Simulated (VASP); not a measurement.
# SiO2 (I4_1/amd) in VASP: single point with r2SCAN

Aim: the single point of SiO2 with r2SCAN.

Program: VASP 6.6.1. These are calculated values, not measurements. Logs are shortened: lines on timing, memory, paths and dates and some standing lists are left out, and cuts for length are marked.

## 1. The cell of the first run

Symmetry: I4_1/amd, No. 141, tetragonal system. The conventional cell has a = 3.385 Å, b = 3.385 Å, c = 8.616 Å, α = 90.00°, β = 90.00°, γ = 90.00°. Within 2.3 Å of Si (site symmetry -4m2) lie 6 O at 1.73 to 1.78 Å. Within 2.3 Å of O (site symmetry 2mm) lie 3 Si at 1.73 to 1.78 Å and 2 O at 2.20 Å.

## 2. Single point, r2SCAN

Contents of POSCAR:

```
SiO2
1.0
   -1.6926609133      1.6926609133      4.3078076007
    1.6926609133     -1.6926609133      4.3078076007
    1.6926609133      1.6926609133     -4.3078076007
Si O
2 4
Direct
    0.0000000000      0.0000000000      0.0000000000
    0.7500000000      0.2500000000      0.5000000000
    0.9561225804      0.4561225804      0.5000000000
    0.2061225804      0.2061225804      0.0000000000
    0.5438774196      0.0438774196      0.5000000000
    0.7938774196      0.7938774196      0.0000000000
```

Contents of INCAR.step1:

```
SYSTEM = SiO2
PREC = Accurate
ENCUT = 520
ISMEAR = 0
SIGMA = 0.1
LREAL = .FALSE.
LASPH = .TRUE.
NELM = 60
NBANDS = 25
GGA = PE
ALGO = Normal
EDIFF = 1E-4
LWAVE = .TRUE.
LCHARG = .FALSE.
```

Contents of INCAR.step2:

```
SYSTEM = SiO2
PREC = Accurate
ENCUT = 520
EDIFF = 1E-6
ISMEAR = 0
SIGMA = 0.1
LREAL = .FALSE.
LASPH = .TRUE.
NELM = 60
ALGO = Normal
ISIF = 2
LWAVE = .FALSE.
LCHARG = .TRUE.
METAGGA = R2SCAN
LMIXTAU = .TRUE.
LELF = .TRUE.
LVHAR = .TRUE.
NBANDS = 25
ISTART = 1
```

Contents of KPOINTS:

```
Automatic mesh
0
G
  8 8 8
  0 0 0
```

Potentials or basis: VASP PAW PBE potentials, release 64 (Si, O).

On the command line:

```console
> cat potpaw_PBE.64/Si/POTCAR potpaw_PBE.64/O/POTCAR > POTCAR
> cp INCAR.step1 INCAR
> mpirun -np 1 vasp_std > vasp.out
> cp INCAR.step2 INCAR
> mpirun -np 1 vasp_std > vasp.out
```

OUTCAR:

```text
SYSTEM = SiO2
   PREC = Accurate
   ENCUT = 520
   EDIFF = 1E-6
   ISMEAR = 0
   LREAL = .FALSE.
   LASPH = .TRUE.
   NELM = 60
   ISIF = 2
   METAGGA = R2SCAN
   ISTART = 1

 ion  position               nearest neighbor table
   1  0.000  0.000  0.000-   5 1.73   3 1.73   5 1.73   3 1.73   4 1.78   6 1.78   2 2.74   2 2.74
                             2 2.74   2 2.74
   2  0.750  0.250  0.500-   6 1.73   4 1.73   6 1.73   4 1.73   3 1.78   5 1.78   1 2.74   1 2.74
                             1 2.74   1 2.74
   3  0.956  0.456  0.500-   1 1.73   1 1.73   2 1.78
   4  0.206  0.206  0.000-   2 1.73   2 1.73   1 1.78
   5  0.544  0.044  0.500-   1 1.73   1 1.73   2 1.78
   6  0.794  0.794  0.000-   2 1.73   2 1.73   1 1.78

  LATTYP: Found a body centered tetragonal cell.
 ALAT       =     3.3853218266
 C/A-ratio  =     2.5449914787

  Lattice vectors:

 A1 = (  -1.6926609133,   1.6926609133,   4.3078076007)
 A2 = (   1.6926609133,  -1.6926609133,   4.3078076007)
 A3 = (   1.6926609133,   1.6926609133,  -4.3078076007)

Analysis of symmetry for initial positions (statically):
=====================================================================
 Subroutine PRICEL returns:
 Original cell was already a primitive cell.

 Routine SETGRP: Setting up the symmetry group for a
 body centered tetragonal supercell.

 Subroutine GETGRP returns: Found 16 space group operations
 (whereof  8 operations were pure point group operations)
 out of a pool of 16 trial point group operations.

The static configuration has the point symmetry D_2d.
 The point group associated with its full space group is D_4h.

Analysis of symmetry for dynamics (positions and initial velocities):
=====================================================================
 Subroutine PRICEL returns:
 Original cell was already a primitive cell.

 Routine SETGRP: Setting up the symmetry group for a
 body centered tetragonal supercell.

 Subroutine GETGRP returns: Found 16 space group operations
 (whereof  8 operations were pure point group operations)
 out of a pool of 16 trial point group operations.

The dynamic configuration has the point symmetry D_2d.
 The point group associated with its full space group is D_4h.

 Subroutine INISYM returns: Found 16 space group operations
 (whereof  8 operations are pure point group operations),
 and found     1 'primitive' translations

----------------------------------------------------------------------------------------

                                     Primitive cell

  volume of cell :      49.3692

  direct lattice vectors                    reciprocal lattice vectors
    -1.692660913  1.692660913  4.307807601     0.000000000  0.295392891  0.116068322
     1.692660913 -1.692660913  4.307807601     0.295392891  0.000000000  0.116068322
     1.692660913  1.692660913 -4.307807601     0.295392891  0.295392891  0.000000000

  length of vectors
     4.928225671  4.928225671  4.928225671     0.317378032  0.317378032  0.417748632

  position of ions in fractional coordinates (direct lattice)
     0.000000000  0.000000000  0.000000000
     0.750000000  0.250000000  0.500000000
     0.956122580  0.456122580  0.500000000
     0.206122580  0.206122580  0.000000000
     0.543877420  0.043877420  0.500000000
     0.793877420  0.793877420  0.000000000

  ion indices of the primitive-cell ions
   primitive index   ion index
                 1           1
                 2           2
                 3           3
                 4           4
                 5           5
                 6           6

----------------------------------------------------------------------------------------

 KPOINTS: Automatic mesh

Automatic generation of k-mesh.
 Grid dimensions read from file:
 generate k-points for:    8    8    8

 Generating k-lattice:

  Cartesian coordinates                     Fractional coordinates (reciprocal lattice)
     0.000000000  0.036924111  0.014508540     0.125000000  0.000000000  0.000000000
     0.036924111  0.000000000  0.014508540     0.000000000  0.125000000  0.000000000
     0.036924111  0.036924111  0.000000000     0.000000000  0.000000000  0.125000000

  Length of vectors
     0.039672254  0.039672254  0.052218579

  Shift w.r.t. Gamma in fractional coordinates (k-lattice)
     0.000000000  0.000000000  0.000000000

 Subroutine IBZKPT returns following result:
 ===========================================

 Found     59 irreducible k-points:

 Following reciprocal coordinates:
            Coordinates               Weight
  0.000000  0.000000  0.000000      1.000000
  0.125000  0.000000 -0.000000      8.000000
  0.250000  0.000000 -0.000000      8.000000
  0.375000  0.000000  0.000000      8.000000
  0.500000  0.000000 -0.000000      4.000000
  0.125000  0.125000 -0.000000      8.000000
[... 16 lines left out ...]
  0.250000  0.125000  0.125000     16.000000
  0.375000  0.125000  0.125000      8.000000
 [... further k-points ...]
   k-points           NKPTS =     59   k-points in BZ     NKDIM =     59   number of bands    NBANDS=     25
   number of dos      NEDOS =    301   number of ions     NIONS =      6
   total plane-waves  NPLWV =  64000
   dimension x,y,z NGX =    40 NGY =   40 NGZ =   40
   dimension x,y,z NGXF=    80 NGYF=   80 NGZF=   80
   ions per type =               2   4
   NGX,Y,Z   is equivalent  to a cutoff of  13.49, 13.49, 13.49 a.u.
   NGXF,Y,Z  is equivalent  to a cutoff of  26.99, 26.99, 26.99 a.u.
 SYSTEM =  SiO2
   PREC   = accura    normal or accurate (medium, high low for compatibility)
   ISTART =      1    job   : 0-new  1-cont  2-samecut
   ICHARG =      0    charge: 1-file 2-atom 10-const
   ISPIN  =      1    spin polarized calculation?
   LNONCOLLINEAR =      F non collinear calculations
   LSORBIT =      F    spin-orbit coupling
   LASPH  =      T    aspherical Exc in radial PAW
   ENCUT  =  520.0 eV  38.22 Ry    6.18 a.u.   9.16  9.16  9.16*2*pi/ulx,y,z
   NELM   =     60;   NELMIN=  2; NELMDL=  0     # of ELM steps
   EDIFF  = 0.1E-05   stopping-criterion for ELM
   LREAL  =      F    real-space projection
   EDIFFG = 0.1E-04   stopping-criterion for IOM
   NSW    =      0    number of steps for IOM
   IBRION =     -1    ionic relax: 0-MD 1-quasi-New 2-CG
   NFREE  =      0    steps in history (QN), initial steepest desc. (CG)
   ISIF   =      2    stress and relaxation
   ISYM   =      2    0-nonsym 1-usesym 2-fastsym
   POTIM  = 0.5000    time-step for ionic-motion
   TEBEG  =    0.0;   TEEND  =   0.0 temperature during run
   PSTRESS=    0.0 pullay stress
   NELECT =      32.0000    total number of electrons
   NUPDOWN=      -1.0000    fix difference up-down
   EMIN   =  10.00;   EMAX   =-10.00  energy-range for DOS
   EFERMI =   0.00;   METHOD = LEGACY
   ISMEAR =     0;   SIGMA  =   0.10  broadening in eV -4-tet -1-fermi 0-gaus
   EFERMI_NEDOS =   21; number of points for ismear=-14 and -15
   IALGO  =     38    algorithm
   IMIX   =      4    mixing-type and parameters
     AMIX     =   0.40;   BMIX     =  1.00
     AMIX_MAG =   1.60;   BMIX_MAG =  1.00
  volume/ion in A,a.u.               =       8.23        55.53
  Fermi-wavevector in a.u.,A,eV,Ry     =   1.416792  2.677349 27.310967  2.007299
  Thomas-Fermi vector in A             =   2.538090
   LORBIT       =      0    0 simple, 1 ext, 2 COOP (PROOUT), +10 PAW based schemes
   METAGGA = R2SCAN    functional components
   LHFCALC =     F    Hartree Fock is set to
   AEXX    =    0.0000 exact exchange contribution
   IVDW    =     0    specifies the selected vdW correction
   LEPSILON=     F    determine dielectric tensor
   LRPA    =     F    only Hartree local field effects (RPA)
 non-spin polarized calculation
 Gauss-broadening in eV      SIGMA  =   0.10
  energy-cutoff  :      520.00
  volume of cell :       49.37
 maximum number of plane-waves:      1348
 NGX is ok and might be reduce to    40
   NGX = 19   NGY = 19   NGZ = 19

 number of electron      31.9999999 magnetization

 Free energy of the ion-electron system (eV)
  ---------------------------------------------------
  ext. energy  EPLUGINS =         0.00000000
  ---------------------------------------------------
  free energy    TOTEN  =       -58.18173975 eV

  energy without entropy =      -58.18173975  energy(sigma->0) =      -58.18173975

 E-fermi :   6.6567     XC(G=0): -12.3566

 val. band max:        6.1462151276   @ k =  -0.3750   0.3750   0.0000
 cond. band min:      13.9969731104   @ k =   0.0000   0.0000   0.0000
 fundamental gap:      7.8507579828
 Fermi energy:         6.6566680404

 k-point     1 :       0.0000    0.0000    0.0000
  band No.  band energies     occupation
      1     -16.7867      2.00000
      2     -13.6770      2.00000
      3     -12.7141      2.00000
      4     -11.4855      2.00000
      5      -1.8475      2.00000
      6      -1.8475      2.00000
[... 17 lines left out ...]
     24      21.3650      0.00000
     25      21.8305      0.00000

 k-point     2 :       0.1250    0.0000   -0.0000
  band No.  band energies     occupation
      1     -16.6518      2.00000
      2     -13.7704      2.00000
      3     -12.6320      2.00000
      4     -11.6480      2.00000
      5      -2.2625      2.00000
      6      -1.8332      2.00000
[... 17 lines left out ...]
     24      21.5940      0.00000
     25      21.6052      0.00000

 k-point     3 :       0.2500    0.0000   -0.0000
  band No.  band energies     occupation
      1     -16.2718      2.00000
      2     -13.9322      2.00000
      3     -12.6221      2.00000
      4     -11.9932      2.00000
      5      -2.6337      2.00000
      6      -1.7874      2.00000
[... 17 lines left out ...]
     24      21.1528      0.00000
     25      21.5918      0.00000

 k-point     4 :       0.3750    0.0000    0.0000
  band No.  band energies     occupation
      1     -15.7557      2.00000
      2     -14.0160      2.00000
      3     -13.1311      2.00000
      4     -12.0610      2.00000
      5      -2.6738      2.00000
      6      -1.7462      2.00000
[... 17 lines left out ...]
     24      21.7515      0.00000
     25      21.8160      0.00000

 k-point     5 :       0.5000    0.0000   -0.0000
  band No.  band energies     occupation
      1     -15.4542      2.00000
      2     -13.9559      2.00000
      3     -13.5814      2.00000
      4     -12.0387      2.00000
      5      -2.6770      2.00000
      6      -1.6961      2.00000
[... 17 lines left out ...]
     24      21.9454      0.00000
     25      22.1329      0.00000

 k-point     6 :       0.1250    0.1250   -0.0000
  band No.  band energies     occupation
      1     -16.4819      2.00000
      2     -13.9451      2.00000
      3     -12.5141      2.00000
      4     -11.7984      2.00000
      5      -2.8311      2.00000
      6      -1.4307      2.00000
[... 17 lines left out ...]
     24      21.2847      0.00000
     25      21.4123      0.00000
[... 393 lines left out ...]
 k-point    21 :       0.5000    0.5000   -0.0000
  band No.  band energies     occupation
      1     -13.8009      2.00000
      2     -13.8009      2.00000
      3     -13.5607      2.00000
      4     -13.5607      2.00000
      5      -3.8183      2.00000
      6      -3.8183      2.00000
[... 17 lines left out ...]
     24      21.8917      0.00000
     25      22.5286      0.00000

 k-point    22 :       0.1250    0.1250    0.1250
  band No.  band energies     occupation
      1     -15.8237      2.00000
      2     -13.8948      2.00000
      3     -12.5963      2.00000
      4     -12.4601      2.00000
      5      -3.9800      2.00000
      6      -1.3927      2.00000
[... 17 lines left out ...]
     24      21.2410      0.00000
     25      21.3260      0.00000

 k-point    23 :       0.2500    0.1250    0.1250
  band No.  band energies     occupation
      1     -15.2957      2.00000
      2     -13.9370      2.00000
      3     -13.0878      2.00000
      4     -12.5028      2.00000
      5      -4.0748      2.00000
      6      -1.9782      2.00000
[... 17 lines left out ...]
     24      21.5728      0.00000
     25      22.3422      0.00000

 k-point    24 :       0.3750    0.1250    0.1250
  band No.  band energies     occupation
      1     -14.9744      2.00000
      2     -13.8358      2.00000
      3     -13.5607      2.00000
      4     -12.4853      2.00000
      5      -4.0070      2.00000
      6      -2.2144      2.00000
[... 17 lines left out ...]
     24      21.8171      0.00000
     25      22.3240      0.00000

 [... further k-points ...]
[... 5 lines left out ...]
  --------------------------------------------------------------------------------------
  -------------------------------------------------------------------------------------
  Total        5.7914986      5.7914986      1.5776095      0.0000000     -0.0000000      0.0000000
  in kB      187.9512943    187.9512943     51.1981024      0.0000000     -0.0000000      0.0000000
  external PRESSURE =     142.3668970 kB  Pullay stress =       0.0000000 kB

 VOLUME and BASIS-vectors are now :
 -----------------------------------------------------------------------------
  energy-cutoff  :      520.00
  volume of cell :       49.37
      direct lattice vectors                 reciprocal lattice vectors
    -1.692660913  1.692660913  4.307807601     0.000000000  0.295392891  0.116068322
     1.692660913 -1.692660913  4.307807601     0.295392891  0.000000000  0.116068322
     1.692660913  1.692660913 -4.307807601     0.295392891  0.295392891  0.000000000

 POSITION                                       TOTAL-FORCE (eV/Angst)
 -----------------------------------------------------------------------------------
      0.00000      0.00000      0.00000        -0.000000     -0.000000      0.000000
      0.00000      1.69266      2.15390        -0.000000     -0.000000      0.000000
      0.00000      1.69266      3.92978        -0.000000      0.000000      0.287535
      0.00000      0.00000      1.77587         0.000000     -0.000000      0.287535
      0.00000      1.69266      0.37803        -0.000000      0.000000     -0.287535
      0.00000      0.00000      6.83974         0.000000     -0.000000     -0.287535
 -----------------------------------------------------------------------------------
    total drift:                                0.000000     -0.000000      0.000000

  FREE ENERGIE OF THE ION-ELECTRON SYSTEM (eV)
  ---------------------------------------------------
  free  energy   TOTEN  =       -58.1817397511 eV

  energy  without entropy=      -58.1817397511  energy(sigma->0) =      -58.18173975
```

Wall time 14 min (1 thread of AMD EPYC 7R43 (Zen 3), shared host); peak memory 0.23 GiB.

Results:

```
Free energy            : -58.1817 eV
Pressure               : 14.2 GPa
Largest force          : 0.288 eV/Å
Band gap on the k mesh : 7.85 eV, indirect (least direct gap 8.52 eV)
```

Forces in eV/Å, atoms in the order of the input:
```
Si   0.000  0.000  0.000
Si   0.000  0.000  0.000
O    0.000  0.000  0.288
O    0.000  0.000  0.288
O    0.000  0.000 -0.288
O    0.000  0.000 -0.288
```

Caveat: the PAW data sets were made with another functional, which shifts forces and pressure a little. A k mesh can miss the band edges.
